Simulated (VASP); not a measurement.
# CoO (I4/mmm) in VASP: a series of runs

CoO is run at these levels: PBEsol; tasks: single point.

Program: VASP 6.6.1. These are calculated values, not measurements. Logs are shortened: lines on timing, memory, paths and dates and some standing lists are left out, and cuts for length are marked.

## Step 1: The cell of the first run

Symmetry: I4/mmm, No. 139, tetragonal system. The conventional cell has a = 3.184 Å, b = 3.184 Å, c = 3.782 Å, α = 90.00°, β = 90.00°, γ = 90.00°. Within 2.5 Å of Co (site symmetry 4/mmm) lie 6 O at 1.89 to 2.25 Å. O (site symmetry 4/mmm) has 6 Co at 1.89 to 2.25 Å within 2.5 Å.

## Step 2: Single point, PBEsol, collinear spin, ferromagnetic start

INCAR reads:

```
PREC     = Accurate       # precision mode
ENCUT    = 520            # plane-wave cutoff, eV
EDIFF    = 1E-6           # SCF threshold, eV
ISMEAR   = 0              # smearing method
SIGMA    = 0.15           # smearing width, eV
LREAL    = F              # projectors in reciprocal space
LASPH    = T              # aspherical terms in the spheres
NELM     = 150            # most SCF steps
ALGO     = Normal         # electronic algorithm
ISIF     = 2              # what is computed and relaxed
LWAVE    = F              # write WAVECAR
LCHARG   = T              # write CHGCAR
ISPIN    = 2              # spin polarisation
MAGMOM   = 2.71 0.36      # initial moments
LORBIT   = 11             # projections on sites
LMAXMIX  = 4              # l up to which the mixer works
GGA      = PS             # functional
LELF     = T              # ELF
LVHAR    = T            
NBANDS   = 18             # bands
```

KPOINTS reads:

```
Automatic mesh
0
Gamma
  24 24 24
```

POSCAR reads:

```
CoO
1.0
   -1.5919462869      1.5919462869      1.8908714463
    1.5919462869     -1.5919462869      1.8908714463
    1.5919462869      1.5919462869     -1.8908714463
Co O
1 1
Direct
    0.0000000000      0.0000000000      0.0000000000
    0.5000000000      0.5000000000      0.0000000000
```

Potentials or basis: VASP PAW PBE potentials, release 64 (Co, O).

The run is started by

```
$ cat potpaw_PBE.64/Co/POTCAR potpaw_PBE.64/O/POTCAR > POTCAR
$ mpirun -np 1 vasp_std > vasp.out
```

OUTCAR:

```text
PREC = Accurate
   ENCUT = 520
   EDIFF = 1E-6
   ISMEAR = 0
   LREAL = F
   LASPH = T
   NELM = 150
   ISIF = 2
   ISPIN = 2
   LORBIT = 11
   GGA = PS

 ion  position               nearest neighbor table
   1  0.000  0.000  0.000-   2 1.89   2 1.89   2 2.25   2 2.25   2 2.25   2 2.25
   2  0.500  0.500  0.000-   1 1.89   1 1.89   1 2.25   1 2.25   1 2.25   1 2.25

  LATTYP: Found a body centered tetragonal cell.
 ALAT       =     3.1838925738
 C/A-ratio  =     1.1877733953

  Lattice vectors:

 A1 = (  -1.5919462869,   1.5919462869,   1.8908714463)
 A2 = (   1.5919462869,  -1.5919462869,   1.8908714463)
 A3 = (   1.5919462869,   1.5919462869,  -1.8908714463)

Analysis of symmetry for initial positions (statically):
=====================================================================
 Subroutine PRICEL returns:
 Original cell was already a primitive cell.

 Routine SETGRP: Setting up the symmetry group for a
 body centered tetragonal supercell.

 Subroutine GETGRP returns: Found 16 space group operations
 (whereof 16 operations were pure point group operations)
 out of a pool of 16 trial point group operations.

The static configuration has the point symmetry D_4h.

Analysis of symmetry for dynamics (positions and initial velocities):
=====================================================================
 Subroutine PRICEL returns:
 Original cell was already a primitive cell.

 Routine SETGRP: Setting up the symmetry group for a
 body centered tetragonal supercell.

 Subroutine GETGRP returns: Found 16 space group operations
 (whereof 16 operations were pure point group operations)
 out of a pool of 16 trial point group operations.

The dynamic configuration has the point symmetry D_4h.

Analysis of structural, dynamic, and magnetic symmetry:
=====================================================================
 Subroutine PRICEL returns:
 Original cell was already a primitive cell.

 Routine SETGRP: Setting up the symmetry group for a
 body centered tetragonal supercell.

 Subroutine GETGRP returns: Found 16 space group operations
 (whereof 16 operations were pure point group operations)
 out of a pool of 16 trial point group operations.

The overall configuration has the point symmetry D_4h.

 Subroutine INISYM returns: Found 16 space group operations
 (whereof 16 operations are pure point group operations),
 and found     1 'primitive' translations

----------------------------------------------------------------------------------------

                                     Primitive cell

  volume of cell :      19.1681

  direct lattice vectors                    reciprocal lattice vectors
    -1.591946287  1.591946287  1.890871446     0.000000000  0.314080949  0.264428341
     1.591946287 -1.591946287  1.890871446     0.314080949  0.000000000  0.264428341
     1.591946287  1.591946287 -1.890871446     0.314080949  0.314080949  0.000000000

  length of vectors
     2.940064759  2.940064759  2.940064759     0.410571784  0.410571784  0.444177537

  position of ions in fractional coordinates (direct lattice)
     0.000000000  0.000000000  0.000000000
     0.500000000  0.500000000  0.000000000

  ion indices of the primitive-cell ions
   primitive index   ion index
                 1           1
                 2           2

----------------------------------------------------------------------------------------

 KPOINTS: Automatic mesh

Automatic generation of k-mesh.
 Grid dimensions read from file:
 generate k-points for:   24   24   24

 Generating k-lattice:

  Cartesian coordinates                     Fractional coordinates (reciprocal lattice)
     0.000000000  0.013086706  0.011017848     0.041666667 -0.000000000  0.000000000
     0.013086706  0.000000000  0.011017848    -0.000000000  0.041666667  0.000000000
     0.013086706  0.013086706  0.000000000     0.000000000  0.000000000  0.041666667

  Length of vectors
     0.017107158  0.017107158  0.018507397

  Shift w.r.t. Gamma in fractional coordinates (k-lattice)
     0.000000000  0.000000000  0.000000000

 Subroutine IBZKPT returns following result:
 ===========================================

 Found   1063 irreducible k-points:

 Following reciprocal coordinates:
            Coordinates               Weight
  0.000000  0.000000  0.000000      1.000000
  0.041667  0.000000  0.000000      8.000000
  0.083333  0.000000 -0.000000      8.000000
  0.125000  0.000000  0.000000      8.000000
  0.166667  0.000000  0.000000      8.000000
  0.208333  0.000000  0.000000      8.000000
[... 16 lines left out ...]
  0.416667  0.041667  0.000000     16.000000
  0.458333  0.041667  0.000000     16.000000
 [... further k-points ...]
   k-points           NKPTS =   1063   k-points in BZ     NKDIM =   1063   number of bands    NBANDS=     18
   number of dos      NEDOS =    301   number of ions     NIONS =      2
   total plane-waves  NPLWV =  13824
   dimension x,y,z NGX =    24 NGY =   24 NGZ =   24
   dimension x,y,z NGXF=    48 NGYF=   48 NGZF=   48
   ions per type =               1   1
   NGX,Y,Z   is equivalent  to a cutoff of  13.57, 13.57, 13.57 a.u.
   NGXF,Y,Z  is equivalent  to a cutoff of  27.14, 27.14, 27.14 a.u.
 SYSTEM =  unknown system
   PREC   = accura    normal or accurate (medium, high low for compatibility)
   ISTART =      0    job   : 0-new  1-cont  2-samecut
   ICHARG =      2    charge: 1-file 2-atom 10-const
   ISPIN  =      2    spin polarized calculation?
   LNONCOLLINEAR =      F non collinear calculations
   LSORBIT =      F    spin-orbit coupling
   LASPH  =      T    aspherical Exc in radial PAW
   ENCUT  =  520.0 eV  38.22 Ry    6.18 a.u.   5.47  5.47  5.47*2*pi/ulx,y,z
   NELM   =    150;   NELMIN=  2; NELMDL= -5     # of ELM steps
   EDIFF  = 0.1E-05   stopping-criterion for ELM
   LREAL  =      F    real-space projection
   EDIFFG = 0.1E-04   stopping-criterion for IOM
   NSW    =      0    number of steps for IOM
   IBRION =     -1    ionic relax: 0-MD 1-quasi-New 2-CG
   NFREE  =      0    steps in history (QN), initial steepest desc. (CG)
   ISIF   =      2    stress and relaxation
   ISYM   =      2    0-nonsym 1-usesym 2-fastsym
   POTIM  = 0.5000    time-step for ionic-motion
   TEBEG  =    0.0;   TEEND  =   0.0 temperature during run
   PSTRESS=    0.0 pullay stress
   NELECT =      15.0000    total number of electrons
   NUPDOWN=      -1.0000    fix difference up-down
   EMIN   =  10.00;   EMAX   =-10.00  energy-range for DOS
   EFERMI =   0.00;   METHOD = LEGACY
   ISMEAR =     0;   SIGMA  =   0.15  broadening in eV -4-tet -1-fermi 0-gaus
   EFERMI_NEDOS =   21; number of points for ismear=-14 and -15
   IALGO  =     38    algorithm
   IMIX   =      4    mixing-type and parameters
     AMIX     =   0.40;   BMIX     =  1.00
     AMIX_MAG =   1.60;   BMIX_MAG =  1.00
  volume/ion in A,a.u.               =       9.58        64.68
  Fermi-wavevector in a.u.,A,eV,Ry     =   1.508617  2.850873 30.965840  2.275925
  Thomas-Fermi vector in A             =   2.619048
   LORBIT       =     11    0 simple, 1 ext, 2 COOP (PROOUT), +10 PAW based schemes
   GGA     = PS    functional components
   LHFCALC =     F    Hartree Fock is set to
   AEXX    =    0.0000 exact exchange contribution
   IVDW    =     0    specifies the selected vdW correction
   LEPSILON=     F    determine dielectric tensor
   LRPA    =     F    only Hartree local field effects (RPA)
 spin polarized calculation
 Gauss-broadening in eV      SIGMA  =   0.15
  energy-cutoff  :      520.00
  volume of cell :       19.17
 maximum number of plane-waves:       531
 NGX is ok and might be reduce to    24
   NGX = 11   NGY = 11   NGZ = 11

 number of electron      15.0000002 magnetization       2.7269981

 Free energy of the ion-electron system (eV)
  ---------------------------------------------------
  ext. energy  EPLUGINS =         0.00000000
  ---------------------------------------------------
  free energy    TOTEN  =       -13.91458586 eV

  energy without entropy =      -13.88368718  energy(sigma->0) =      -13.89913652

 E-fermi :   8.0267     XC(G=0): -12.6688

 val. band max:        8.0265788523   @ k =  -0.3333   0.5000   0.2917
 cond. band min:       8.0272139296   @ k =  -0.2917  -0.3333   0.0417
 fundamental gap:      0.0006350773
 Fermi energy:         8.0266710053

 spin component 1

 k-point     1 :       0.0000    0.0000    0.0000
  band No.  band energies     occupation
      1     -12.6842      1.00000
      2       4.0168      1.00000
      3       4.4867      1.00000
      4       4.5285      1.00000
      5       4.5285      1.00000
      6       4.5911      1.00000
[... 10 lines left out ...]
     17      29.6018      0.00000
     18      34.3037      0.00000

 k-point     2 :       0.0417    0.0000    0.0000
  band No.  band energies     occupation
      1     -12.6648      1.00000
      2       3.8073      1.00000
      3       4.1338      1.00000
      4       4.2276      1.00000
      5       4.6175      1.00000
      6       4.6364      1.00000
[... 10 lines left out ...]
     17      30.0326      0.00000
     18      33.9899      0.00000

 k-point     3 :       0.0833    0.0000   -0.0000
  band No.  band energies     occupation
      1     -12.6076      1.00000
      2       3.4245      1.00000
      3       3.6730      1.00000
      4       3.8591      1.00000
      5       4.6645      1.00000
      6       4.8035      1.00000
[... 412 lines left out ...]
 k-point    23 :       0.4167    0.0417    0.0000
  band No.  band energies     occupation
      1     -11.4064      1.00000
      2      -0.5502      1.00000
      3       1.3346      1.00000
      4       1.8257      1.00000
      5       5.5992      1.00000
      6       5.8351      1.00000
[... 10 lines left out ...]
     17      33.8568      0.00000
     18      36.8614      0.00000

 k-point    24 :       0.4583    0.0417    0.0000
  band No.  band energies     occupation
      1     -11.3531      1.00000
      2      -0.6673      1.00000
      3       1.2853      1.00000
      4       1.7737      1.00000
      5       5.6377      1.00000
      6       5.8556      1.00000
[... 10 lines left out ...]
     17      34.1510      0.00000
     18      36.3373      0.00000

 [... further k-points ...]

 spin component 2

 k-point     1 :       0.0000    0.0000    0.0000
  band No.  band energies     occupation
      1     -12.1707      1.00000
      2       4.4547      1.00000
      3       5.2393      1.00000
      4       5.2393      1.00000
      5       6.6340      1.00000
      6       6.6341      1.00000
[... 10 lines left out ...]
     17      30.4854      0.00000
     18      35.2536      0.00000

 k-point     2 :       0.0417    0.0000    0.0000
  band No.  band energies     occupation
      1     -12.1508      1.00000
      2       4.3602      1.00000
      3       5.0581      1.00000
      4       5.1503      1.00000
      5       6.6848      1.00000
      6       6.6913      1.00000
[... 10 lines left out ...]
     17      30.9121      0.00000
     18      34.8803      0.00000

 k-point     3 :       0.0833    0.0000   -0.0000
  band No.  band energies     occupation
      1     -12.0922      1.00000
      2       4.0823      1.00000
      3       4.6738      1.00000
      4       4.9287      1.00000
      5       6.7845      1.00000
      6       6.8240      1.00000
[... 412 lines left out ...]
 k-point    23 :       0.4167    0.0417    0.0000
  band No.  band energies     occupation
      1     -10.8576      1.00000
      2       0.0413      1.00000
      3       2.5121      1.00000
      4       3.0088      1.00000
      5       7.5906      0.99998
      6       8.1660      0.09452
[... 10 lines left out ...]
     17      34.2571      0.00000
     18      37.2650      0.00000

 k-point    24 :       0.4583    0.0417    0.0000
  band No.  band energies     occupation
      1     -10.8023      1.00000
      2      -0.0827      1.00000
      3       2.4618      1.00000
      4       2.9594      1.00000
      5       7.6231      0.99993
      6       8.2077      0.04394
[... 10 lines left out ...]
     17      34.5727      0.00000
     18      36.7446      0.00000

 [... further k-points ...]

------------------------ aborting loop because EDIFF is reached ----------------------------------------

  FORCE on cell =-STRESS in cart. coord.  units (eV):
  Direction    XX          YY          ZZ          XY          YZ          ZX
  --------------------------------------------------------------------------------------
  -------------------------------------------------------------------------------------
  Total       -0.7785026     -0.7785026      0.8516215      0.0000000     -0.0000000      0.0000000
  in kB      -65.0716481    -65.0716481     71.1833436      0.0000000     -0.0000000      0.0000000
  external PRESSURE =     -19.6533175 kB  Pullay stress =       0.0000000 kB

 VOLUME and BASIS-vectors are now :
 -----------------------------------------------------------------------------
  energy-cutoff  :      520.00
  volume of cell :       19.17
      direct lattice vectors                 reciprocal lattice vectors
    -1.591946287  1.591946287  1.890871446     0.000000000  0.314080949  0.264428341
     1.591946287 -1.591946287  1.890871446     0.314080949  0.000000000  0.264428341
     1.591946287  1.591946287 -1.890871446     0.314080949  0.314080949  0.000000000

 POSITION                                       TOTAL-FORCE (eV/Angst)
 -----------------------------------------------------------------------------------
      0.00000      0.00000      0.00000         0.000000      0.000000      0.000000
      0.00000      0.00000      1.89087        -0.000000      0.000000      0.000000
 -----------------------------------------------------------------------------------
    total drift:                               -0.000000      0.000000     -0.000000

  FREE ENERGIE OF THE ION-ELECTRON SYSTEM (eV)
  ---------------------------------------------------
  free  energy   TOTEN  =       -13.9145858564 eV

  energy  without entropy=      -13.8836871757  energy(sigma->0) =      -13.89913652

 total charge

# of ion       s       p       d       tot
------------------------------------------
    1        0.334   0.414   7.212   7.960
    2        1.557   3.415   0.000   4.972
--------------------------------------------------
tot          1.891   3.829   7.212  12.932

 magnetization (x)

# of ion       s       p       d       tot
------------------------------------------
    1        0.029   0.015   2.335   2.379
    2        0.025   0.269   0.000   0.294
--------------------------------------------------
tot          0.054   0.284   2.335   2.673
```

It took 23 min on 1 thread of Oxide Virtual Turin-like, shared host; peak memory 0.57 GiB.

Results:

```yaml
Free_energy: -13.9146 eV
Pressure: -2.0 GPa
Net_moment: 2.73 μB per cell
Site_moments: Co +2.38; O +0.29 μB
Valence_electrons_inside_the_program's_atomic_spheres: Co 7.96; O 4.97
```

Stress tensor (GPa, compression positive):
```
-6.51  0.00  0.00
 0.00 -6.51  0.00
 0.00  0.00  7.12
```

Caveat: the PAW data sets were made with another functional, which shifts forces and pressure a little; a cell with one magnetic atom can't hold antiferromagnetic order, which such compounds often take; semilocal functionals often make such compounds metallic where correlation or magnetic order opens a gap, which also shifts bond lengths.

(Continued in part 2 of 2.)
